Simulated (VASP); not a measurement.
LiH, 2 atoms in the cell. The structure is cubic, space group F-43m (No. 216). Conventional cell: a = 4.181 Å, b = 4.181 Å, c = 4.181 Å, α = 90.00°, β = 90.00°, γ = 90.00°. Li (site symmetry -43m) has 4 H at 1.81 Å within 2.4 Å. H (site symmetry -43m) has 4 Li at 1.81 Å within 2.4 Å. 

- Program: VASP 6.6.1
- Task: single point
- Functional: LDA
- Potentials or basis: VASP PAW LDA potentials, release 64 (Li_sv, H)
- Cutoff: 520 eV
- k mesh: 10 × 10 × 10
- Occupations: fermi-dirac, width 0.02 eV
- Spin: no spin polarisation
- Dipole correction: no
- Further INCAR settings: ALGO = Normal; EDIFF = 1e-06; NBANDS = 9

Potentials or basis: VASP PAW LDA potentials, release 64 (Li_sv, H).

The run is started by

```console
$ cat potpaw_LDA.64/Li_sv/POTCAR potpaw_LDA.64/H/POTCAR > POTCAR
$ mpirun -np 1 vasp_std > vasp.out
```

Hardware: 1 thread of Intel(R) Xeon(R) Platinum 8488C (Sapphire Rapids), with other jobs on the host.

Q: Estimate the wall time of this run.

A: It took 3.8 s on 1 thread of Intel(R) Xeon(R) Platinum 8488C (Sapphire Rapids), with other jobs on the host, peak memory 0.12 GiB. Counts: scf iterations 10, k points 47.
